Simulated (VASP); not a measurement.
Here is a VASP 6.6.1 calculation.

INCAR

```
SYSTEM = TaSi2
PREC = Accurate
ENCUT = 600
EDIFF = 1E-6
ISMEAR = 0
SIGMA = 0.2
LREAL = .FALSE.
LASPH = .TRUE.
NELM = 100
ALGO = Normal
ISIF = 3
LWAVE = .FALSE.
LCHARG = .FALSE.
GGA = PE
IBRION = 2
NSW = 36
EDIFFG = -0.08
```

KPOINTS

```
regular mesh
0
G
  4 4 3
  0 0 0
```

Contents of POSCAR:

```
TaSi2
1.0
    4.8400000000      0.0000000000      0.0000000000
   -2.4200000000      4.1915629500      0.0000000000
    0.0000000000      0.0000000000      6.6500000000
Ta Si
3 6
Direct
    0.5000000000      0.0000000000      0.5000000000
    0.0000000000      0.5000000000      0.1666666700
    0.5000000000      0.5000000000      0.8333333300
    0.1658000000      0.3316000000      0.5000000000
    0.3316000000      0.1658000000      0.1666666700
    0.8342000000      0.1658000000      0.8333333300
    0.8342000000      0.6684000000      0.5000000000
    0.6684000000      0.8342000000      0.1666666700
    0.1658000000      0.8342000000      0.8333333300
```

Potentials or basis: VASP PAW PBE potentials, release 64 (Ta_pv, Si).

Launch:

```bash
$ cat potpaw_PBE.64/Ta_pv/POTCAR potpaw_PBE.64/Si/POTCAR > POTCAR
$ mpirun -np 1 vasp_std > vasp.out
```

**Question.** What does it give for the relaxed volume?

**Answer.** 14.70 Å³/atom.

**Question.** Predict the band gap on the k mesh.

**Answer.** Zero (an odd number of electrons rules out a gap without spin polarisation).

**Question.** What does it give for the space group after relaxing (to 0.1 Å)?

**Answer.** P6_222 (No. 180).

Stress tensor (GPa, compression positive):
```
-0.43  0.00  0.00
 0.00 -0.43  0.00
 0.00  0.00 -0.15
```

Caveat: the k points lie up to 0.38 Å⁻¹ apart in the final cell, too coarse for converged energies and pressures of a metal; spin-orbit coupling is left out, which moves the levels of the heavy elements.
